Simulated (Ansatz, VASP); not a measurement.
## Two plane-wave programs on SnSe2

The input POSCAR:

```
SnSe2
1.0
    3.8110000000      0.0000000000      0.0000000000
   -1.9055000000      3.3004228138      0.0000000000
    0.0000000000      0.0000000000      6.1360000000
Sn Se
1 2
Direct
    0.0000000000      0.0000000000      0.0000000000
    0.6666666667      0.3333333333      0.7510000000
    0.3333333333      0.6666666667      0.2490000000
```

Contents of INCAR.step1:

```
PREC = Accurate
ENCUT = 400
EDIFF = 1E-5
ISMEAR = -1
SIGMA = 0.05
LREAL = F
LASPH = T
NELM = 120
ALGO = Normal
ISIF = 2
LWAVE = T
LCHARG = F
NBANDS = 20
GGA = PE
GGA_COMPAT = F
```

INCAR.step2

```
PREC = Accurate
ENCUT = 400
EDIFF = 1E-6
ISMEAR = -1
SIGMA = 0.05
LREAL = F
LASPH = T
NELM = 120
ALGO = Normal
ISIF = 2
LWAVE = F
LCHARG = F
GGA = PE
LHFCALC = T
AEXX = 0.25
HFSCREEN = 0.2078699
PRECFOCK = Normal
NBANDS = 20
ISTART = 1
GGA_COMPAT = F
```

The input KPOINTS:

```
regular mesh
0
Gamma
  5 5 3
```

Contents of input.yaml:

```yaml
crystal:
  lattice:
    - [3.811, 0.0, 0.0]
    - [-1.9055, 3.3004228138, 0.0]
    - [0.0, 0.0, 6.136]
  atoms:
    - { symbol: Sn, position: [0.0, 0.0, 0.0] }
    - { symbol: Se, position: [0.6666666667, 0.3333333333, 0.751] }
    - { symbol: Se, position: [0.3333333333, 0.6666666667, 0.249] }
hamiltonian:
  xc:
    exchange: pbe
    correlation: pbe
    exx: { coeff: 0.25, omega: 0.2078699 }
  pseudopotentials: { kind: paw }
kpoints:
  mp_grid: { grid: [5, 5, 3] }
scf:
  occupations: { method: fermi_dirac, width: 0.05 }
output:
  forces: true
  stress: true
  eigenvalues: true
```

Alike in both runs: task single point; functional PBE-based screened hybrid; k mesh 5 × 5 × 3; occupations fermi-dirac, width 0.05 eV; no spin polarisation.

```csv
,VASP,Ansatz
version,VASP 6.6.1,Ansatz 0.2.0
potentials or method,"VASP PAW PBE potentials, release 64 (Sn_d, Se)",Ansatz PAW
plane-wave cutoff (eV),400,420
valence electrons in the cell,26,46
```

Ansatz gave:

* gap on the k mesh at the Fermi level (eV): 1.53
* least direct gap on the mesh (eV): 1.93
* pressure (GPa): 2.9
* traceless stress, the component that is largest in VASP (GPa): 0.87
* rms of the force components (eV/Å): 0.144

Q: Which values does VASP return?

A: gap on the k mesh at the Fermi level (eV): 1.53; least direct gap on the mesh (eV): 1.92; pressure (GPa): 2.7; traceless stress, the component that is largest in VASP (GPa): 0.87; rms of the force components (eV/Å): 0.136.

VASP's potentials were made for PBE, not for PBE-based screened hybrid. Atom by atom the forces differ by 0.007 eV/Å (rms over components). The functional is the same, so the differences come from potentials, cutoffs and numerics. VASP's potentials hold 26 valence electrons a cell and Ansatz's 46, so a difference there can come from the potentials and not from the codes.

Noted on Ansatz's run: odd divisions of the mesh miss points on the zone boundary, where band edges often lie, so the gap on the mesh can be too wide.
